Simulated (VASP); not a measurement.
# SrO (scan) (Fm-3m) in VASP: notebook

SrO (scan) is run at these levels: r2SCAN; tasks: single point, relaxation of the atoms.

Everything below comes from runs of VASP 6.6.1. Logs are shortened: lines on timing, memory, paths and dates and some standing lists are left out, and cuts for length are marked.

### 1 The cell of the first run

The structure is cubic, space group Fm-3m (No. 225). Conventional cell: a = 5.108 Å, b = 5.108 Å, c = 5.108 Å, α = 90.00°, β = 90.00°, γ = 90.00°. Within 3.4 Å of Sr (site symmetry m-3m) lie 6 O at 2.55 Å. O (site symmetry m-3m) has 6 Sr at 2.55 Å within 3.4 Å.

### 2 Single point, r2SCAN (strained cell)

The input, POSCAR:

```
SrO
1.0
    0.0000000000      2.5542000000      2.5542000000
    2.5542000000      0.0000000000      2.5542000000
    2.5542000000      2.5542000000      0.0000000000
Sr O
1 1
Direct
    0.0000000000      0.0000000000      0.0000000000
    0.5000000000      0.5000000000      0.5000000000
```

The input, INCAR.step1:

```
PREC = Accurate ; ENCUT = 660
ISMEAR = 0 ; SIGMA = 0.02
LREAL = False ; LASPH = True
NELM = 120 ; NBANDS = 15
GGA = PE ; ALGO = Normal
EDIFF = 1E-5 ; LWAVE = True
LCHARG = False ; GGA_COMPAT = False
```

The input, INCAR.step2:

```
PREC = Accurate ; ENCUT = 660
EDIFF = 1E-6 ; ISMEAR = 0
SIGMA = 0.02 ; LREAL = False
LASPH = True ; NELM = 120
ALGO = Normal ; ISIF = 2
LWAVE = False ; LCHARG = True
METAGGA = R2SCAN ; LMIXTAU = True
LELF = True ; LVHAR = True
NBANDS = 15 ; ISTART = 1
GGA_COMPAT = False
```

The input, KPOINTS:

```
Automatic mesh
0
Gamma
  6 6 6
```

Potentials or basis: VASP PAW PBE potentials, release 64 (Sr_sv, O).

Launch:

```
> cat potpaw_PBE.64/Sr_sv/POTCAR potpaw_PBE.64/O/POTCAR > POTCAR
> cp INCAR.step1 INCAR
> mpirun -np 1 vasp_std > vasp.out
> cp INCAR.step2 INCAR
> mpirun -np 1 vasp_std > vasp.out
```

OUTCAR:

```text
PREC = Accurate
   ENCUT = 660
   EDIFF = 1E-6
   ISMEAR = 0
   LREAL = False
   LASPH = True
   NELM = 120
   ISIF = 2
   METAGGA = R2SCAN
   ISTART = 1

 ion  position               nearest neighbor table
   1  0.000  0.000  0.000-   2 2.55   2 2.55   2 2.55   2 2.55   2 2.55   2 2.55
   2  0.500  0.500  0.500-   1 2.55   1 2.55   1 2.55   1 2.55   1 2.55   1 2.55

  LATTYP: Found a face centered cubic cell.
 ALAT       =     5.1084000000

  Lattice vectors:

 A1 = (   0.0000000000,   2.5542000000,   2.5542000000)
 A2 = (   2.5542000000,   0.0000000000,   2.5542000000)
 A3 = (   2.5542000000,   2.5542000000,   0.0000000000)

Analysis of symmetry for initial positions (statically):
=====================================================================
 Subroutine PRICEL returns:
 Original cell was already a primitive cell.

 Routine SETGRP: Setting up the symmetry group for a
 face centered cubic supercell.

 Subroutine GETGRP returns: Found 48 space group operations
 (whereof 48 operations were pure point group operations)
 out of a pool of 48 trial point group operations.

The static configuration has the point symmetry O_h .

Analysis of symmetry for dynamics (positions and initial velocities):
=====================================================================
 Subroutine PRICEL returns:
 Original cell was already a primitive cell.

 Routine SETGRP: Setting up the symmetry group for a
 face centered cubic supercell.

 Subroutine GETGRP returns: Found 48 space group operations
 (whereof 48 operations were pure point group operations)
 out of a pool of 48 trial point group operations.

The dynamic configuration has the point symmetry O_h .

 Subroutine INISYM returns: Found 48 space group operations
 (whereof 48 operations are pure point group operations),
 and found     1 'primitive' translations

----------------------------------------------------------------------------------------

                                     Primitive cell

  volume of cell :      33.3269

  direct lattice vectors                    reciprocal lattice vectors
     0.000000000  2.554200000  2.554200000    -0.195756010  0.195756010  0.195756010
     2.554200000  0.000000000  2.554200000     0.195756010 -0.195756010  0.195756010
     2.554200000  2.554200000  0.000000000     0.195756010  0.195756010 -0.195756010

  length of vectors
     3.612184281  3.612184281  3.612184281     0.339059355  0.339059355  0.339059355

  position of ions in fractional coordinates (direct lattice)
     0.000000000  0.000000000  0.000000000
     0.500000000  0.500000000  0.500000000

  ion indices of the primitive-cell ions
[... 78 lines left out ...]
   NUPDOWN=      -1.0000    fix difference up-down
   EMIN   =  10.00;   EMAX   =-10.00  energy-range for DOS
   EFERMI =   0.00;   METHOD = LEGACY
   ISMEAR =     0;   SIGMA  =   0.02  broadening in eV -4-tet -1-fermi 0-gaus
   EFERMI_NEDOS =   21; number of points for ismear=-14 and -15
   IALGO  =     38    algorithm
   IMIX   =      4    mixing-type and parameters
     AMIX     =   0.40;   BMIX     =  1.00
     AMIX_MAG =   1.60;   BMIX_MAG =  1.00
  volume/ion in A,a.u.               =      16.66       112.45
  Fermi-wavevector in a.u.,A,eV,Ry     =   1.281888  2.422416 22.357579  1.643236
  Thomas-Fermi vector in A             =   2.414231
   LORBIT       =      0    0 simple, 1 ext, 2 COOP (PROOUT), +10 PAW based schemes
   METAGGA = R2SCAN    functional components
   LHFCALC =     F    Hartree Fock is set to
   AEXX    =    0.0000 exact exchange contribution
   IVDW    =     0    specifies the selected vdW correction
   LEPSILON=     F    determine dielectric tensor
   LRPA    =     F    only Hartree local field effects (RPA)
 non-spin polarized calculation
 Gauss-broadening in eV      SIGMA  =   0.02
  energy-cutoff  :      660.00
  volume of cell :       33.33
 maximum number of plane-waves:      1303
   NGX = 15   NGY = 15   NGZ = 15

 number of electron      15.9999997 magnetization

 Free energy of the ion-electron system (eV)
  ---------------------------------------------------
  ext. energy  EPLUGINS =         0.00000000
  ---------------------------------------------------
  free energy    TOTEN  =       -27.04631625 eV

  energy without entropy =      -27.04631625  energy(sigma->0) =      -27.04631625

 E-fermi :   1.5354     XC(G=0): -10.6869

 val. band max:        1.4325221127   @ k =   0.0000   0.0000   0.0000
 cond. band min:       5.1662456462   @ k =   0.5000   0.5000   0.0000
 fundamental gap:      3.7337235335
 Fermi energy:         1.5354427676

 k-point     1 :       0.0000    0.0000    0.0000
  band No.  band energies     occupation
      1     -31.9675      2.00000
      2     -14.6187      2.00000
      3     -12.9694      2.00000
      4     -12.9694      2.00000
      5     -12.9694      2.00000
      6       1.4325      2.00000
      7       1.4325      2.00000
      8       1.4325      2.00000
      9       6.2437      0.00000
     10       8.2564      0.00000
     11       8.2564      0.00000
     12       8.2564      0.00000
     13      10.6225      0.00000
     14      10.6225      0.00000
[... 257 lines left out ...]
      2     -15.0972      2.00000
      3     -13.8232      2.00000
      4     -13.5149      2.00000
      5     -12.6831      2.00000
      6       0.5412      2.00000
      7       1.0069      2.00000
      8       1.1215      2.00000
      9       6.6020      0.00000
     10       9.6968      0.00000
     11      10.7557      0.00000
     12      13.3196      0.00000
     13      13.3695      0.00000
     14      15.7622      0.00000
     15      15.9375      0.00000

------------------------ aborting loop because EDIFF is reached ----------------------------------------

  FORCE on cell =-STRESS in cart. coord.  units (eV):
  Direction    XX          YY          ZZ          XY          YZ          ZX
  --------------------------------------------------------------------------------------
  -------------------------------------------------------------------------------------
  Total        0.7256782      0.7256782      0.7256782      0.0000000     -0.0000000      0.0000000
  in kB       34.8867040     34.8867040     34.8867040      0.0000000     -0.0000000      0.0000000
  external PRESSURE =      34.8867040 kB  Pullay stress =       0.0000000 kB

 VOLUME and BASIS-vectors are now :
 -----------------------------------------------------------------------------
  energy-cutoff  :      660.00
  volume of cell :       33.33
      direct lattice vectors                 reciprocal lattice vectors
     0.000000000  2.554200000  2.554200000    -0.195756010  0.195756010  0.195756010
     2.554200000  0.000000000  2.554200000     0.195756010 -0.195756010  0.195756010
     2.554200000  2.554200000  0.000000000     0.195756010  0.195756010 -0.195756010

 POSITION                                       TOTAL-FORCE (eV/Angst)
 -----------------------------------------------------------------------------------
      0.00000      0.00000      0.00000        -0.000000     -0.000000      0.000000
      2.55420      2.55420      2.55420         0.000000      0.000000     -0.000000
 -----------------------------------------------------------------------------------
    total drift:                                0.000000      0.000000      0.000000

  FREE ENERGIE OF THE ION-ELECTRON SYSTEM (eV)
  ---------------------------------------------------
  free  energy   TOTEN  =       -27.0463162493 eV

  energy  without entropy=      -27.0463162493  energy(sigma->0) =      -27.04631625
```

OUTCAR.step1:

```text
PREC = Accurate
   ENCUT = 660
   ISMEAR = 0
   LREAL = False
   LASPH = True
[... 498 lines left out ...]
      0.00000      0.00000      0.00000        -0.000000      0.000000     -0.000000
      2.55420      2.55420      2.55420         0.000000     -0.000000      0.000000
 -----------------------------------------------------------------------------------
    total drift:                                0.000000      0.000000      0.000000

  FREE ENERGIE OF THE ION-ELECTRON SYSTEM (eV)
  ---------------------------------------------------
  free  energy   TOTEN  =       -12.0263030658 eV

  energy  without entropy=      -12.0263030658  energy(sigma->0) =      -12.02630307
```

Wall time 1.8 min (1 thread of Intel Xeon 8259CL, shared host); peak memory 0.18 GiB.

Results:

| Quantity | Value |
| --- | --- |
| Free energy | -27.0463 eV |
| Pressure | 3.5 GPa |
| Band gap on the k mesh | 3.73 eV, indirect (least direct gap 3.81 eV) |

Caveat: the cell differs from its parent crystal (strained cell); the PAW data sets were made with another functional, which shifts forces and pressure a little. A k mesh can miss the band edges.

### 3 Relaxation of the atoms, r2SCAN (strained cell)

POSCAR is that of step 2.

The input, INCAR.step1:

```
PREC = Accurate
ENCUT = 580
ISMEAR = 0
SIGMA = 0.02
LREAL = False
LASPH = True
NELM = 120
GGA = PE
ALGO = Normal
EDIFF = 1E-5
LWAVE = True
LCHARG = False
GGA_COMPAT = False
IBRION = 2
EDIFFG = -0.01
NELMIN = 4
NSW = 100
```

The input, INCAR.step2:

```
PREC = Accurate
ENCUT = 580
EDIFF = 1E-7
ISMEAR = 0
SIGMA = 0.02
LREAL = False
LASPH = True
NELM = 120
ALGO = Normal
ISIF = 2
LWAVE = False
LCHARG = False
METAGGA = R2SCAN
LMIXTAU = True
IBRION = 2
NSW = 60
EDIFFG = -0.002
ISTART = 1
GGA_COMPAT = False
NELMIN = 4
```

The input, KPOINTS:

```
regular mesh
0
Gamma
  6 6 6
```

Potentials or basis: VASP PAW PBE potentials, release 64 (Sr_sv, O).

Launch:

```
> cat potpaw_PBE.64/Sr_sv/POTCAR potpaw_PBE.64/O/POTCAR > POTCAR
> cp INCAR.step1 INCAR
> mpirun -np 1 vasp_std > vasp.out
> cp INCAR.step2 INCAR
> mpirun -np 1 vasp_std > vasp.out
```

Wall time 89 s (1 thread of Intel Xeon 8259CL, shared host); peak memory 0.17 GiB.

The run converged. Its results:

| Property | Result |
| --- | --- |
| Free energy | -27.0439 eV |
| Pressure after relaxing | 3.6 GPa |
| Band gap on the k mesh | 3.73 eV, indirect (least direct gap 3.80 eV) |

Final structure:
```yaml
crystal:
  lattice:
    - [0.00000, 2.55420, 2.55420]
    - [2.55420, 0.00000, 2.55420]
    - [2.55420, 2.55420, 0.00000]
  atoms:
    - { symbol: Sr, position: [0.00000, 0.00000, 0.00000] }
    - { symbol: O, position: [0.50000, 0.50000, 0.50000] }
```

Levels at points of the mesh, in eV from the valence-band top:
| k point | band 5 | band 6 | band 7 | band 8 | band 9 | band 10 | band 11 | band 12 |
| --- | --- | --- | --- | --- | --- | --- | --- | --- |
| (0.00, 0.00, 0.00) | -14.40 | 0.00 | 0.00 | 0.00 | 4.81 | 6.82 | 6.82 | 6.82 |
| (0.50, 0.00, 0.00) | -13.37 | -2.15 | -1.17 | -1.17 | 7.20 | 9.25 | 9.60 | 9.60 |
| (0.50, 0.50, 0.00) | -14.79 | -0.39 | -0.07 | -0.07 | 3.73 | 8.68 | 11.05 | 11.30 |

Caveat: the cell differs from its parent crystal (strained cell); the relaxation stopped at its first step, so nothing moved; the PAW data sets were made with another functional, which shifts forces and pressure a little.
